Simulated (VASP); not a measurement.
Set up this calculation in VASP 6.6.1, as the native input.

| Property | Result |
| --- | --- |
| Task | single point |
| Functional | PBE |
| Potentials or basis | VASP PAW PBE potentials, release 64 (Si, C) |
| Cutoff | 520 eV |
| k mesh | 1 × 1 × 1 |
| Occupations | gaussian, width 0.01 eV |
| Spin | no spin polarisation |
| Dipole correction | no |
| Further INCAR settings | LREAL = Auto; ALGO = Normal; EDIFF = 1e-06; NBANDS = 186 |

The structure of SiC lies in POSCAR:

```
SiC
1.0
    4.6379047741     -8.0330867095      0.0000000000
   -9.2758095483      0.0000000000      0.0000000000
    0.0000000000      0.0000000000    -10.1485845858
Si C
36 36
Direct
    0.4444444444      0.5555555556      0.2502091464
    0.4444444444      0.5555555556      0.7502091464
    0.1111111111      0.5555555556      0.2502091464
    0.1111111111      0.5555555556      0.7502091464
    0.7777777778      0.5555555556      0.2502091464
    0.7777777778      0.5555555556      0.7502091464
    0.4444444444      0.2222222222      0.2502091464
    0.4444444444      0.2222222222      0.7502091464
    0.1111111111      0.2222222222      0.2502091464
    0.1111111111      0.2222222222      0.7502091464
    0.7777777778      0.2222222222      0.2502091464
    0.7777777778      0.2222222222      0.7502091464
    0.4444444444      0.8888888889      0.2502091464
    0.4444444444      0.8888888889      0.7502091464
    0.1111111111      0.8888888889      0.2502091464
    0.1111111111      0.8888888889      0.7502091464
    0.7777777778      0.8888888889      0.2502091464
    0.7777777778      0.8888888889      0.7502091464
    0.5555555556      0.4444444444      0.0002091464
    0.5555555556      0.4444444444      0.5002091464
    0.2222222222      0.4444444444      0.0002091464
    0.2222222222      0.4444444444      0.5002091464
    0.8888888889      0.4444444444      0.0002091464
    0.8888888889      0.4444444444      0.5002091464
    0.5555555556      0.1111111111      0.0002091464
    0.5555555556      0.1111111111      0.5002091464
    0.2222222222      0.1111111111      0.0002091464
    0.2222222222      0.1111111111      0.5002091464
    0.8888888889      0.1111111111      0.0002091464
    0.8888888889      0.1111111111      0.5002091464
    0.5555555556      0.7777777778      0.0002091464
    0.5555555556      0.7777777778      0.5002091464
    0.2222222222      0.7777777778      0.0002091464
    0.2222222222      0.7777777778      0.5002091464
    0.8888888889      0.7777777778      0.0002091464
    0.8888888889      0.7777777778      0.5002091464
    0.4444444444      0.5555555556      0.0622908536
    0.4444444444      0.5555555556      0.5622908536
    0.1111111111      0.5555555556      0.0622908536
    0.1111111111      0.5555555556      0.5622908536
    0.7777777778      0.5555555556      0.0622908536
    0.7777777778      0.5555555556      0.5622908536
    0.4444444444      0.2222222222      0.0622908536
    0.4444444444      0.2222222222      0.5622908536
    0.1111111111      0.2222222222      0.0622908536
    0.1111111111      0.2222222222      0.5622908536
    0.7777777778      0.2222222222      0.0622908536
    0.7777777778      0.2222222222      0.5622908536
    0.4444444444      0.8888888889      0.0622908536
    0.4444444444      0.8888888889      0.5622908536
    0.1111111111      0.8888888889      0.0622908536
    0.1111111111      0.8888888889      0.5622908536
    0.7777777778      0.8888888889      0.0622908536
    0.7777777778      0.8888888889      0.5622908536
    0.5555555556      0.4444444444      0.3122908536
    0.5555555556      0.4444444444      0.8122908536
    0.2222222222      0.4444444444      0.3122908536
    0.2222222222      0.4444444444      0.8122908536
    0.8888888889      0.4444444444      0.3122908536
    0.8888888889      0.4444444444      0.8122908536
    0.5555555556      0.1111111111      0.3122908536
    0.5555555556      0.1111111111      0.8122908536
    0.2222222222      0.1111111111      0.3122908536
    0.2222222222      0.1111111111      0.8122908536
    0.8888888889      0.1111111111      0.3122908536
    0.8888888889      0.1111111111      0.8122908536
    0.5555555556      0.7777777778      0.3122908536
    0.5555555556      0.7777777778      0.8122908536
    0.2222222222      0.7777777778      0.3122908536
    0.2222222222      0.7777777778      0.8122908536
    0.8888888889      0.7777777778      0.3122908536
    0.8888888889      0.7777777778      0.8122908536
```

One way to write it, as run:

INCAR

```
PREC = Accurate
ENCUT = 520
EDIFF = 1E-6
ISMEAR = 0
SIGMA = 0.01
LREAL = Auto
LASPH = T
NELM = 80
ALGO = Normal
ISIF = 2
LWAVE = F
LCHARG = F
GGA = PE
NBANDS = 186
```

KPOINTS

```
Automatic mesh
0
Gamma
  1 1 1
```

Potentials or basis: VASP PAW PBE potentials, release 64 (Si, C).

Launch:

```bash
$ cat potpaw_PBE.64/Si/POTCAR potpaw_PBE.64/C/POTCAR > POTCAR
$ mpirun -np 1 vasp_gam > vasp.out
```

It gave:

```
Pressure               : 0.7 GPa
Largest force          : 0.155 eV/Å
Band gap on the k mesh : 2.23 eV
```

Caveat: the k points lie up to 0.78 Å⁻¹ apart.

It took 4.2 min on 1 thread of Intel(R) Xeon(R) Platinum 8488C (Sapphire Rapids), on a shared host, peak memory 0.72 GiB.
